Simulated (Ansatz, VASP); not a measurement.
**Sn in VASP and in Ansatz**

POSCAR

```
Sn
1.0
   -1.9514913738      1.9514913738      1.8378122646
    1.9514913738     -1.9514913738      1.8378122646
    1.9514913738      1.9514913738     -1.8378122646
Sn
1
Direct
    0.0000000000      0.0000000000      0.0000000000
```

INCAR.step1

```
PREC     = Accurate       # precision mode
ENCUT    = 520            # plane-wave cutoff, eV
ISMEAR   = 0              # smearing method
SIGMA    = 0.15           # smearing width, eV
LREAL    = F              # projectors in reciprocal space
LASPH    = T              # aspherical terms in the spheres
NELM     = 80             # most SCF steps
NBANDS   = 13             # bands
GGA      = PE             # functional
ALGO     = Normal         # electronic algorithm
EDIFF    = 1E-4           # SCF threshold, eV
LWAVE    = T              # write WAVECAR
LCHARG   = F              # write CHGCAR
```

Contents of INCAR.step2:

```
PREC     = Accurate       # precision mode
ENCUT    = 520            # plane-wave cutoff, eV
EDIFF    = 1E-7           # SCF threshold, eV
ISMEAR   = 0              # smearing method
SIGMA    = 0.15           # smearing width, eV
LREAL    = F              # projectors in reciprocal space
LASPH    = T              # aspherical terms in the spheres
NELM     = 80             # most SCF steps
ALGO     = Normal         # electronic algorithm
ISIF     = 2              # what is computed and relaxed
LWAVE    = F              # write WAVECAR
LCHARG   = T              # write CHGCAR
METAGGA  = R2SCAN         # meta-GGA
LMIXTAU  = T            
LELF     = T              # ELF
LVHAR    = T            
NBANDS   = 13             # bands
ISTART   = 1
```

The input KPOINTS:

```
Automatic mesh
0
Gamma
  18 18 18
```

Input for Ansatz:

```yaml
crystal:
  lattice:
    - [-1.9514913738, 1.9514913738, 1.8378122646]
    - [1.9514913738, -1.9514913738, 1.8378122646]
    - [1.9514913738, 1.9514913738, -1.8378122646]
  atoms:
    - { symbol: Sn, position: [0.0, 0.0, 0.0] }
basis:
  ecutwfc: 500
kpoints:
  mp_grid: { grid: [18, 18, 18] }
hamiltonian:
  xc: r2scan
scf:
  occupations: { method: gaussian, width: 0.15 }
output:
  forces: true
  stress: true
  eigenvalues: true
```

Change from the starting cell: strain +0.030 along x and y, -0.030 along z, atoms carried along.

Alike in both runs: task single point; functional r2SCAN; k mesh 18 × 18 × 18; occupations gaussian, width 0.15 eV; no spin polarisation.

|  | VASP | Ansatz |
| --- | --- | --- |
| version | VASP 6.6.1 | Ansatz 0.2.0 |
| potentials or method | VASP PAW PBE potentials, release 64 (Sn_d), cutoff 520 eV | scalar-relativistic, plane waves, PAW |
| valence electrons in the cell | 14 | 14 |

Ansatz gave:

```
gap on the k mesh at the Fermi level (eV)                     : none
pressure (GPa)                                                : -1.7
traceless stress, the component that is largest in VASP (GPa) : -0.73
```

Which values does VASP return?

gap on the k mesh at the Fermi level (eV): none; pressure (GPa): -1.8; traceless stress, the component that is largest in VASP (GPa): -0.72.

VASP's potentials were made for PBE, not for r2SCAN. A gap of «none» marks a metal or a gap that the smearing closes. With one functional, cell and mesh, what is left measures potentials, basis and numerics.
